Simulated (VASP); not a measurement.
Set up this calculation in VASP 6.6.1, as the native input.

```yaml
Task: single point
Functional: PBE
Potentials_or_basis: VASP PAW PBE potentials, release 64 (Ca_sv, O)
Cutoff: 600 eV
k_mesh: 6 × 6 × 6
Occupations: gaussian, width 0.01 eV
Spin: no spin polarisation
Dipole_correction: no
Further_INCAR_settings: ALGO = Normal; EDIFF = 1e-06; NBANDS = 15
```

The structure of CaO lies in POSCAR:

```
CaO
1.0
    0.0000000000      2.3729892579      2.3729892579
    2.3729892579      0.0000000000      2.3729892579
    2.3729892579      2.3729892579      0.0000000000
Ca O
1 1
Direct
    0.0000000000      0.0000000000      0.0000000000
    0.5000000000      0.5000000000      0.5000000000
```

The input as run:

INCAR

```
SYSTEM = CaO
  PREC = Accurate
  ENCUT = 600
  EDIFF = 1E-6
  ISMEAR = 0
  SIGMA = 0.01
  LREAL = .FALSE.
  LASPH = .TRUE.
  NELM = 120
  ALGO = Normal
  ISIF = 2
  LWAVE = .FALSE.
  LCHARG = .FALSE.
  GGA = PE
  NBANDS = 15
  GGA_COMPAT = .FALSE.
```

KPOINTS

```
Automatic mesh
0
G
  6 6 6
  0 0 0
```

Potentials or basis: VASP PAW PBE potentials, release 64 (Ca_sv, O).

Launch:

```bash
$ cat potpaw_PBE.64/Ca_sv/POTCAR potpaw_PBE.64/O/POTCAR > POTCAR
$ mpirun -np 1 vasp_std > vasp.out
```

It gave:

- Pressure: 6.9 GPa
- Band gap on the k mesh: 3.62 eV (least direct gap 3.99 eV)

Caveat: the cell stands under pressure.

Run time: 7.5 s on 1 thread of AMD EPYC 7R43 64-Core Processor (Zen 3), on a shared host, peak memory 0.12 GiB.
